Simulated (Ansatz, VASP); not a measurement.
**SiO2: VASP beside Ansatz**

Contents of INCAR:

```
PREC = Accurate
ENCUT = 520
EDIFF = 1E-6
ISMEAR = 0
SIGMA = 0.05
LREAL = False
LASPH = True
NELM = 80
ALGO = Normal
ISIF = 2
LWAVE = False
LCHARG = False
GGA = PE
NBANDS = 25
```

KPOINTS

```
regular mesh
0
Gamma
  6 6 8
```

The input POSCAR:

```
SiO2
1.0
    4.2358788266      0.0000000000      0.0000000000
    0.0000000000      4.0380632854      0.0000000000
    0.0000000000      0.0000000000      2.6897743046
Si O
2 4
Direct
    0.5000000000      0.5000000000      0.5000000000
    0.0000000000      0.0000000000      0.0000000000
    0.7302721762      0.6557534092      0.0000000000
    0.2302721762      0.8442465908      0.5000000000
    0.2697278238      0.3442465908      0.0000000000
    0.7697278238      0.1557534092      0.5000000000
```

Input for Ansatz:

```yaml
crystal:
  lattice:
    - [4.2358788266, 0.0, 0.0]
    - [0.0, 4.0380632854, 0.0]
    - [0.0, 0.0, 2.6897743046]
  atoms:
    - { symbol: Si, position: [0.5, 0.5, 0.5] }
    - { symbol: Si, position: [0.0, 0.0, 0.0] }
    - { symbol: O, position: [0.7302721762, 0.6557534092, 0.0] }
    - { symbol: O, position: [0.2302721762, 0.8442465908, 0.5] }
    - { symbol: O, position: [0.2697278238, 0.3442465908, 0.0] }
    - { symbol: O, position: [0.7697278238, 0.1557534092, 0.5] }
basis:
  ecutwfc: 520.0
kpoints:
  mp_grid: { grid: [6, 6, 8] }
hamiltonian:
  xc: pbe
  pseudopotentials: { kind: paw, azcp: { folder: soft_1 } }
scf:
  occupations: { method: gaussian, width: 0.05 }
output:
  forces: true
  stress: true
  eigenvalues: true
```

Change from the starting cell: mode 4 frozen in at +0.223 Å, normal strain along y -0.0467.

Alike in both runs: task single point; functional PBE; k mesh 6 × 6 × 8; occupations gaussian, width 0.05 eV; no spin polarisation.

|  | VASP | Ansatz |
| --- | --- | --- |
| version | VASP 6.6.1 | Ansatz 0.2.0 |
| potentials or method | VASP PAW PBE potentials, release 64 (Si, O), cutoff 520 eV | scalar-relativistic, plane waves, PAW |
| valence electrons in the cell | 32 | 32 |

```csv
,VASP,Ansatz,Ansatz less VASP
gap on the k mesh at the Fermi level (eV),5.66,5.68,+0.023
least direct gap on the mesh (eV),5.67,5.69,+0.023
pressure (GPa),10.9,10.6,-0.28
"traceless stress, the component that is largest in VASP (GPa)",19.44,19.69,+0.247
rms of the force components (eV/Å),0.447,0.445,-0.0020
```

Atom by atom the forces differ by 0.007 eV/Å (rms over components).
